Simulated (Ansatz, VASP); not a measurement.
## MoS2 in VASP and in Ansatz

```xyz
3
Lattice="3.1497 0.0000 0.0000 -1.5749 2.7277 0.0000 0.0000 0.0000 6.1490" Properties=species:S:1:pos:R:3 pbc="T T T"
Mo    0.0000    0.0000    0.0000
S     0.0000    1.8185    1.4491
S     0.0000    1.8185    4.6999
```

Change from the starting cell: strain -0.0750 x Voigt [0, 0, 1, 0, 0, 0], atoms carried along.

Alike in both runs: task single point; functional PBE; dispersion D3(BJ); k mesh 12 × 12 × 4; occupations gaussian, width 0.05 eV; no spin polarisation.

```csv
,VASP,Ansatz
version,VASP 6.6.1,Ansatz 0.2.0
potentials or method,"VASP PAW PBE potentials, release 64 (Mo_sv, S), cutoff 520 eV","scalar-relativistic, plane waves, PAW"
valence electrons in the cell,26,26
```

```csv
,VASP,Ansatz,Ansatz less VASP
gap on the k mesh at the Fermi level (eV),0.22,0.20,-0.021
least direct gap on the mesh (eV),1.51,1.50,-0.004
pressure (GPa),14.0,14.2,+0.21
"traceless stress, the component that is largest in VASP (GPa)",10.75,10.82,+0.060
rms of the force components (eV/Å),1.131,1.143,+0.0122
```

Atom by atom the forces differ by 0.012 eV/Å (rms over components).
